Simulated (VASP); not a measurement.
# MgO (Periclase) (Fm-3m) in VASP: a series of runs, part 3 of 3

VASP 6.6.1. Earlier steps stand in the parts before.

## Step 4: Single point, PBEsol

This run uses another cell than the first one, of 8.75 Å³/atom, 0.934 times its volume.

File INCAR:

```
PREC     = Accurate       # precision mode
ENCUT    = 600            # plane-wave cutoff, eV
EDIFF    = 1E-6           # SCF threshold, eV
ISMEAR   = 0              # smearing method
SIGMA    = 0.1            # smearing width, eV
LREAL    = False          # projectors in reciprocal space
LASPH    = True           # aspherical terms in the spheres
NELM     = 120            # most SCF steps
ALGO     = Normal         # electronic algorithm
ISIF     = 2              # what is computed and relaxed
LWAVE    = False          # write WAVECAR
LCHARG   = True           # write CHGCAR
GGA      = PS             # functional
LELF     = True           # ELF
LVHAR    = True         
NBANDS   = 11             # bands
GGA_COMPAT= False
```

File KPOINTS:

```
Automatic mesh
0
Gamma
  8 8 8
```

File POSCAR:

```
MgO
1.0
    0.0000000000      2.0609358497      2.0609358497
    2.0609358497      0.0000000000      2.0609358497
    2.0609358497      2.0609358497      0.0000000000
Mg O
1 1
Direct
    0.0000000000      0.0000000000      0.0000000000
    0.5000000000      0.5000000000      0.5000000000
```

Potentials or basis: VASP PAW PBE potentials, release 64 (Mg, O).

Started as:

```console
$ cat potpaw_PBE.64/Mg/POTCAR potpaw_PBE.64/O/POTCAR > POTCAR
$ mpirun -np 1 vasp_std > vasp.out
```

OUTCAR:

```text
PREC = Accurate
   ENCUT = 600
   EDIFF = 1E-6
   ISMEAR = 0
   LREAL = False
   LASPH = True
   NELM = 120
   ISIF = 2
   GGA = PS

 ion  position               nearest neighbor table
   1  0.000  0.000  0.000-   2 2.06   2 2.06   2 2.06   2 2.06   2 2.06   2 2.06
   2  0.500  0.500  0.500-   1 2.06   1 2.06   1 2.06   1 2.06   1 2.06   1 2.06

  LATTYP: Found a face centered cubic cell.
 ALAT       =     4.1218716994

  Lattice vectors:

 A1 = (   0.0000000000,   2.0609358497,   2.0609358497)
 A2 = (   2.0609358497,   0.0000000000,   2.0609358497)
 A3 = (   2.0609358497,   2.0609358497,   0.0000000000)

Analysis of symmetry for initial positions (statically):
[... 6 lines left out ...]

 Subroutine GETGRP returns: Found 48 space group operations
 (whereof 48 operations were pure point group operations)
 out of a pool of 48 trial point group operations.

The static configuration has the point symmetry O_h .

Analysis of symmetry for dynamics (positions and initial velocities):
[... 6 lines left out ...]

 Subroutine GETGRP returns: Found 48 space group operations
 (whereof 48 operations were pure point group operations)
 out of a pool of 48 trial point group operations.

The dynamic configuration has the point symmetry O_h .

[... 149 lines left out ...]
 cond. band min:       8.8599360266   @ k =   0.0000   0.0000   0.0000
 fundamental gap:      5.2891559418
 Fermi energy:         3.9752982309

 k-point     1 :       0.0000    0.0000    0.0000
  band No.  band energies     occupation
      1     -13.9849      2.00000
      2       3.5708      2.00000
      3       3.5708      2.00000
      4       3.5708      2.00000
      5       8.8599      0.00000
      6      19.5630      0.00000
      7      19.5630      0.00000
      8      19.5630      0.00000
      9      23.5799      0.00000
     10      25.5421      0.00000
     11      25.5421      0.00000
[... 309 lines left out ...]
 k-point    24 :      -0.3750    0.2500    0.1250
  band No.  band energies     occupation
      1     -12.3258      2.00000
      2      -0.7508      2.00000
      3       1.4518      2.00000
      4       2.4780      2.00000
      5      13.5638      0.00000
      6      16.2498      0.00000
      7      17.6788      0.00000
      8      21.1481      0.00000
      9      24.7221      0.00000
     10      26.3750      0.00000
     11      30.6527      0.00000

 [... further k-points ...]
[... 5 lines left out ...]
  --------------------------------------------------------------------------------------
  -------------------------------------------------------------------------------------
  Total        1.2423425      1.2423425      1.2423425      0.0000000     -0.0000000      0.0000000
  in kB      113.6916311    113.6916311    113.6916311      0.0000000     -0.0000000      0.0000000
  external PRESSURE =     113.6916311 kB  Pullay stress =       0.0000000 kB

 VOLUME and BASIS-vectors are now :
 -----------------------------------------------------------------------------
  energy-cutoff  :      600.00
  volume of cell :       17.51
      direct lattice vectors                 reciprocal lattice vectors
     0.000000000  2.060935850  2.060935850    -0.242608231  0.242608231  0.242608231
     2.060935850  0.000000000  2.060935850     0.242608231 -0.242608231  0.242608231
     2.060935850  2.060935850  0.000000000     0.242608231  0.242608231 -0.242608231

 POSITION                                       TOTAL-FORCE (eV/Angst)
 -----------------------------------------------------------------------------------
      0.00000      0.00000      0.00000         0.000000      0.000000      0.000000
      2.06094      2.06094      2.06094        -0.000000     -0.000000      0.000000
 -----------------------------------------------------------------------------------
    total drift:                               -0.000000     -0.000000      0.000000

  FREE ENERGIE OF THE ION-ELECTRON SYSTEM (eV)
  ---------------------------------------------------
  free  energy   TOTEN  =       -12.4749489855 eV

  energy  without entropy=      -12.4749489855  energy(sigma->0) =      -12.47494899
```

OSZICAR:

```text
N       E                     dE             d eps       ncg     rms          rms(c)
DAV:   1     0.186377229844E+02    0.18638E+02   -0.50692E+03   726   0.732E+02
DAV:   2    -0.131947638723E+02   -0.31832E+02   -0.31309E+02   731   0.152E+02
DAV:   3    -0.138799102028E+02   -0.68515E+00   -0.68462E+00   790   0.197E+01
DAV:   4    -0.138813561061E+02   -0.14459E-02   -0.14459E-02   704   0.104E+00
DAV:   5    -0.138813605369E+02   -0.44308E-05   -0.44308E-05   731   0.563E-02    0.675E+00
DAV:   6    -0.125090547856E+02    0.13723E+01   -0.72840E+00   665   0.151E+01    0.210E+00
DAV:   7    -0.124881080907E+02    0.20947E-01   -0.47366E-02   701   0.197E+00    0.129E+00
DAV:   8    -0.124752600726E+02    0.12848E-01   -0.19687E-02   662   0.164E+00    0.202E-01
DAV:   9    -0.124750095362E+02    0.25054E-03   -0.33527E-04   734   0.128E-01    0.125E-01
DAV:  10    -0.124749470541E+02    0.62482E-04   -0.39454E-04   719   0.147E-01    0.386E-03
DAV:  11    -0.124749486775E+02   -0.16234E-05   -0.27410E-06   698   0.133E-02    0.323E-03
DAV:  12    -0.124749489855E+02   -0.30806E-06   -0.10096E-07   358   0.299E-03
   1 F= -.12474949E+02 E0= -.12474949E+02  d E =-.258668E-10
```

Run time: 4.6 s. Hardware: 1 thread of AMD EPYC 9R45 (Zen 5), shared host; peak memory 0.11 GiB.

Results:

| Quantity | Value |
| --- | --- |
| Free energy | -12.4749 eV |
| Pressure | 11.4 GPa |
| Band gap on the k mesh | 5.29 eV, direct |

Levels at points of the mesh, in eV from the valence-band top:
```csv
k point,band 1,band 2,band 3,band 4,band 5,band 6,band 7,band 8,band 9
"(0.00, 0.00, 0.00)",-17.56,0.00,0.00,0.00,5.29,15.99,15.99,15.99,20.01
"(0.50, 0.00, 0.00)",-16.07,-4.98,-0.74,-0.74,8.16,13.24,16.85,16.85,21.77
"(0.50, 0.50, 0.00)",-15.78,-4.42,-1.46,-1.46,8.98,10.60,13.67,19.85,19.85
```

Caveat: the PAW data sets were made with another functional, which shifts forces and pressure a little. As with any semilocal functional, this PBEsol gap is likely too small.

## Step 5: Single point, PBEsol

This run uses another cell than the first one, of 8.75 Å³/atom, 0.934 times its volume.

File INCAR:

```
SYSTEM = MgO
PREC = Accurate ; ENCUT = 600
EDIFF = 1E-6 ; ISMEAR = 0
SIGMA = 0.02 ; LREAL = .FALSE.
LASPH = .TRUE. ; NELM = 120
ALGO = Normal ; ISIF = 2
LWAVE = .FALSE. ; LCHARG = .FALSE.
GGA = PS ; NBANDS = 11
GGA_COMPAT = .FALSE.
```

File KPOINTS:

```
regular mesh
0
G
  10 10 10
  0 0 0
```

POSCAR is that of step 4.

Started as:

```console
$ cat potpaw_PBE.64/Mg/POTCAR potpaw_PBE.64/O/POTCAR > POTCAR
$ mpirun -np 1 vasp_std > vasp.out
```

Run time: 6.2 s. Hardware: 1 thread of AMD EPYC 9R45 (Zen 5), shared host; peak memory 0.11 GiB.

The run converged. Its results:

```yaml
Free_energy: -12.4750 eV
Pressure: 11.4 GPa
Band_gap_on_the_k_mesh: 5.29 eV, direct
```

Levels at points of the mesh, in eV from the valence-band top:
```tsv
k point	band 1	band 2	band 3	band 4	band 5	band 6	band 7	band 8
(0.00, 0.00, 0.00)	-17.56	0.00	0.00	0.00	5.29	15.99	15.99	15.99
(0.50, 0.00, 0.00)	-16.07	-4.98	-0.74	-0.74	8.16	13.24	16.85	16.85
(0.50, 0.50, 0.00)	-15.78	-4.42	-1.46	-1.46	8.98	10.60	13.67	19.85
```

Caveat: the PAW data sets were made with another functional, which shifts forces and pressure a little. Expect the measured gap to be larger: semilocal functionals such as PBEsol lack the derivative discontinuity.

## Step 6: Relaxation of cell and atoms, PBEsol, target pressure 12 GPa, at which the enthalpy is minimised

This run uses another cell than the first one, of 8.75 Å³/atom, 0.934 times its volume.

File INCAR:

```
SYSTEM = MgO
PREC     = Accurate       ! precision mode
ENCUT    = 600            ! plane-wave cutoff, eV
EDIFF    = 1E-7           ! SCF threshold, eV
ISMEAR   = 0              ! smearing method
SIGMA    = 0.1            ! smearing width, eV
LREAL    = .False.        ! projectors in reciprocal space
LASPH    = .True.         ! aspherical terms in the spheres
NELM     = 120            ! most SCF steps
ALGO     = Normal         ! electronic algorithm
ISIF     = 3              ! what is computed and relaxed
LWAVE    = .False.        ! write WAVECAR
LCHARG   = .False.        ! write CHGCAR
GGA      = PS             ! functional
IBRION   = 2              ! ionic algorithm
NSW      = 80             ! ionic steps
EDIFFG   = -0.05          ! ionic threshold
PSTRESS  = 120.0        
GGA_COMPAT= .False.      
NELMIN   = 4
```

File KPOINTS:

```
regular mesh
0
Gamma
  8 8 8
  0 0 0
```

POSCAR is that of step 5.

Potentials or basis: VASP PAW PBE potentials, release 64 (Mg, O).

Started as:

```console
$ cat potpaw_PBE.64/Mg/POTCAR potpaw_PBE.64/O/POTCAR > POTCAR
$ mpirun -np 1 vasp_std > vasp.out
```

Wall time 3.8 s (1 thread of AMD EPYC 9R45 (Zen 5), shared host); peak memory 0.11 GiB.

The run converged. Its results:

```
Free energy             : -12.4749 eV
Pressure after relaxing : 11.4 GPa
Band gap on the k mesh  : 5.29 eV, direct
```

Final structure:
```yaml
crystal:
  lattice:
    - [0.00000, 2.06094, 2.06094]
    - [2.06094, 0.00000, 2.06094]
    - [2.06094, 2.06094, 0.00000]
  atoms:
    - { symbol: Mg, position: [0.00000, 0.00000, 0.00000] }
    - { symbol: O, position: [0.50000, 0.50000, 0.50000] }
```

Levels at points of the mesh, in eV from the valence-band top:
| k point | band 1 | band 2 | band 3 | band 4 | band 5 | band 6 | band 7 | band 8 |
| --- | --- | --- | --- | --- | --- | --- | --- | --- |
| (0.00, 0.00, 0.00) | -17.56 | 0.00 | 0.00 | 0.00 | 5.29 | 15.99 | 15.99 | 15.99 |
| (0.50, 0.00, 0.00) | -16.07 | -4.98 | -0.74 | -0.74 | 8.16 | 13.24 | 16.85 | 16.85 |
| (0.50, 0.50, 0.00) | -15.78 | -4.42 | -1.46 | -1.46 | 8.98 | 10.60 | 13.67 | 19.85 |

Caveat: the relaxation stopped at its first step, so nothing moved; the cell is relaxed towards a set pressure, so the enthalpy falls and the energy may rise; the PAW data sets were made with another functional, which shifts forces and pressure a little.

## Step 7: Summary

```csv
task,cell,k mesh,smearing,gap on the mesh (eV),pressure (GPa)
relaxation of cell and atoms,"relaxed to 23.2 GPa from a = 2.982 Å, angles 60.0°, 2 atoms",8 × 8 × 8,gaussian 0.1 eV,5.84,22.9
relaxation of cell and atoms,"relaxed to 23.2 GPa from a = 2.867 Å, angles 60.0°, 2 atoms",10 × 10 × 10,gaussian 0.01 eV,5.85,23.2
single point,"a = 2.915 Å, angles 60.0°, 2 atoms",8 × 8 × 8,gaussian 0.1 eV,5.29,11.4
single point,"a = 2.915 Å, angles 60.0°, 2 atoms",10 × 10 × 10,gaussian 0.02 eV,5.29,11.4
relaxation of cell and atoms,"relaxed to 12 GPa from a = 2.915 Å, angles 60.0°, 2 atoms",8 × 8 × 8,gaussian 0.1 eV,5.29,11.4
```

Alike in all rows: level PBEsol; potentials or basis VASP PAW PBE potentials, release 64 (Mg, O); no spin polarisation; cutoff (eV) 600.

Caveats: the PAW data sets were made with another functional, which shifts forces and pressure a little; the cell is relaxed towards a set pressure, so the enthalpy falls and the energy may rise (some runs); the relaxation stopped at its first step, so nothing moved (some runs).

Total energies depend on the potentials used, so only differences within one code and one set of settings carry meaning.
